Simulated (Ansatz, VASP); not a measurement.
MgB2: VASP beside Ansatz

File INCAR:

```
PREC = Accurate ; ENCUT = 600
EDIFF = 1E-6 ; ISMEAR = 0
SIGMA = 0.1 ; LREAL = False
LASPH = True ; NELM = 80
ALGO = Normal ; ISIF = 3
LWAVE = False ; LCHARG = False
IBRION = 2 ; NSW = 100
EDIFFG = -0.005
```

The input KPOINTS:

```
Automatic mesh
0
Gamma
  15 15 12
```

Contents of POSCAR:

```
MgB2
1.0
    3.0850000000      0.0000000000      0.0000000000
   -1.5425000000      2.6716883707      0.0000000000
    0.0000000000      0.0000000000      3.5230000000
Mg B
1 2
Direct
    0.0000000000      0.0000000000      0.0000000000
    0.3333333333      0.6666666667      0.5000000000
    0.6666666667      0.3333333333      0.5000000000
```

Input for Ansatz:

```yaml
crystal:
  lattice:
    - [3.085, 0.0, 0.0]
    - [-1.5425, 2.6716883707, 0.0]
    - [0.0, 0.0, 3.523]
  atoms:
    - { symbol: Mg, position: [0.0, 0.0, 0.0] }
    - { symbol: B, position: [0.3333333333, 0.6666666667, 0.5] }
    - { symbol: B, position: [0.6666666667, 0.3333333333, 0.5] }
basis:
  ecutwfc: 420
kpoints:
  mp_grid: { grid: [15, 15, 12] }
hamiltonian:
  xc: lda
scf:
  occupations: { method: gaussian, width: 0.1 }
output:
  forces: true
  stress: true
  eigenvalues: true
relax:
  adjacent_minimum: "off"
  f_tol: 0.005
  max_steps: 80
  cell: { stress_tol: 0.05 }
```

Alike in both runs: task relaxation of cell and atoms; functional LDA; k mesh 15 × 15 × 12; occupations gaussian, width 0.1 eV; no spin polarisation.

```csv
,VASP,Ansatz
version,VASP 6.6.1,Ansatz 0.2.0
potentials or method,"VASP PAW LDA potentials, release 64 (Mg, B), cutoff 600 eV","scalar-relativistic, plane waves, PAW"
valence electrons in the cell,8,16
```

```tsv
	VASP	Ansatz	Ansatz less VASP
gap on the k mesh at the Fermi level, each at its own relaxed structure (eV)	none	none	-
relaxed volume (Å³/atom)	9.16	9.20	+0.037
relaxed length of the cell vector where the two differ most in proportion (Å)	3.452	3.460	+0.0075
```

LDA's correlation is that of Perdew and Zunger in VASP and of Perdew and Wang (1992) in Ansatz. A gap of «none» marks a metal or a gap that the smearing closes. VASP's potentials hold 8 valence electrons a cell and Ansatz's 16, so a difference there can come from the potentials and not from the codes.
